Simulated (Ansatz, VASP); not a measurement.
**C in VASP and in Ansatz**

File POSCAR:

```
C
1.0
    0.0000000000      2.1905592358      3.4549107515
    1.2647588402      0.0000000000      3.4549107515
    1.2647588402      2.1905592358      0.0000000000
C
2
Direct
    0.1667039277      0.8332960723      0.1667039277
    0.8332960723      0.1667039277      0.8332960723
```

INCAR.step1

```
PREC     = Accurate       # precision mode
ENCUT    = 520            # plane-wave cutoff, eV
ISMEAR   = 0              # smearing method
SIGMA    = 0.05           # smearing width, eV
LREAL    = F              # projectors in reciprocal space
LASPH    = T              # aspherical terms in the spheres
NELM     = 80             # most SCF steps
NBANDS   = 11             # bands
GGA      = PE             # functional
ALGO     = Normal         # electronic algorithm
EDIFF    = 1E-4           # SCF threshold, eV
LWAVE    = T              # write WAVECAR
LCHARG   = F              # write CHGCAR
```

Contents of INCAR.step2:

```
PREC     = Accurate       # precision mode
ENCUT    = 520            # plane-wave cutoff, eV
EDIFF    = 1E-7           # SCF threshold, eV
ISMEAR   = 0              # smearing method
SIGMA    = 0.05           # smearing width, eV
LREAL    = F              # projectors in reciprocal space
LASPH    = T              # aspherical terms in the spheres
NELM     = 80             # most SCF steps
ALGO     = Normal         # electronic algorithm
ISIF     = 2              # what is computed and relaxed
LWAVE    = F              # write WAVECAR
LCHARG   = F              # write CHGCAR
METAGGA  = R2SCAN         # meta-GGA
LMIXTAU  = T            
NBANDS   = 11             # bands
ISTART   = 1
```

KPOINTS

```
Automatic mesh
0
Gamma
  14 14 14
```

Input for Ansatz:

```yaml
crystal:
  lattice:
    - [0.0, 2.1905592358, 3.4549107515]
    - [1.2647588402, 0.0, 3.4549107515]
    - [1.2647588402, 2.1905592358, 0.0]
  atoms:
    - { symbol: C, position: [0.1667039277, 0.8332960723, 0.1667039277] }
    - { symbol: C, position: [0.8332960723, 0.1667039277, 0.8332960723] }
basis:
  ecutwfc: 500
kpoints:
  mp_grid: { grid: [14, 14, 14] }
hamiltonian:
  xc: r2scan
scf:
  occupations: { method: gaussian, width: 0.05 }
output:
  forces: true
  stress: true
  eigenvalues: true
```

Change from the starting cell: strain +0.030 along x and y, -0.030 along z, atoms carried along.

Alike in both runs: task single point; functional r2SCAN; k mesh 14 × 14 × 14; occupations gaussian, width 0.05 eV; no spin polarisation.

```csv
,VASP,Ansatz
version,VASP 6.6.1,Ansatz 0.2.0
potentials or method,"VASP PAW PBE potentials, release 64 (C), cutoff 520 eV","scalar-relativistic, plane waves, PAW"
valence electrons in the cell,8,8
```

Ansatz gave:

| Item | Value |
| --- | --- |
| gap on the k mesh at the Fermi level (eV) | 0.41 |
| least direct gap on the mesh (eV) | 0.50 |
| pressure (GPa) | -21.4 |
| traceless stress, the component that is largest in VASP (GPa) | 22.38 |
| rms of the force components (eV/Å) | 0.006 |

Estimate VASP's values.

gap on the k mesh at the Fermi level (eV): 0.41; least direct gap on the mesh (eV): 0.50; pressure (GPa): -20.8; traceless stress, the component that is largest in VASP (GPa): 21.71; rms of the force components (eV/Å): 0.006.

VASP's potentials were made for PBE, not for r2SCAN. Atom by atom the forces differ by 0.000 eV/Å (rms over components).
